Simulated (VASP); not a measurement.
Set up this calculation in VASP 6.6.1, as the native input.

```
Task                   : single point
Functional             : PBE
Potentials or basis    : VASP PAW PBE potentials, release 64 (Te, Sn_d)
Cutoff                 : 520 eV
k mesh                 : 8 × 8 × 8
Occupations            : fermi-dirac, width 0.05 eV
Spin                   : no spin polarisation
Dipole correction      : no
Further INCAR settings : ALGO = Fast; EDIFF = 1e-06; NBANDS = 32
```

The structure of Sn3Te lies in POSCAR:

```
Sn3Te
1.0
   -2.2854612260      2.2854612260      5.4794694348
    2.2854612260     -2.2854612260      5.4794694348
    2.2854612260      2.2854612260     -5.4794694348
Te Sn
1 3
Direct
    0.0000000000      0.0000000000      0.0000000000
    0.5000000000      0.5000000000      0.0000000000
    0.2500000000      0.7500000000      0.5000000000
    0.7500000000      0.2500000000      0.5000000000
```

The input as run:

INCAR

```
PREC = Accurate ; ENCUT = 520
EDIFF = 1E-6 ; ISMEAR = -1
SIGMA = 0.05 ; LREAL = False
LASPH = True ; NELM = 60
ALGO = Fast ; ISIF = 2
LWAVE = False ; LCHARG = False
GGA = PE ; NBANDS = 32
```

KPOINTS

```
Automatic mesh
0
Gamma
  8 8 8
```

Potentials or basis: VASP PAW PBE potentials, release 64 (Te, Sn_d).

The run is started by

```console
$ cat potpaw_PBE.64/Te/POTCAR potpaw_PBE.64/Sn_d/POTCAR > POTCAR
$ mpirun -np 1 vasp_std > vasp.out
```

Results of the run:

| Property | Result |
| --- | --- |
| Pressure | 0.5 GPa |
| Band gap on the k mesh | zero (bands 24 and 25 overlap by 0.98 eV) |

Caveat: spin-orbit coupling is left out, which moves the levels of the heavy elements.

Run time: 4.8 min on 1 thread of Intel(R) Xeon(R) Platinum 8375C CPU @ 2.90GHz (Ice Lake), with other jobs on the host, peak memory 0.43 GiB.
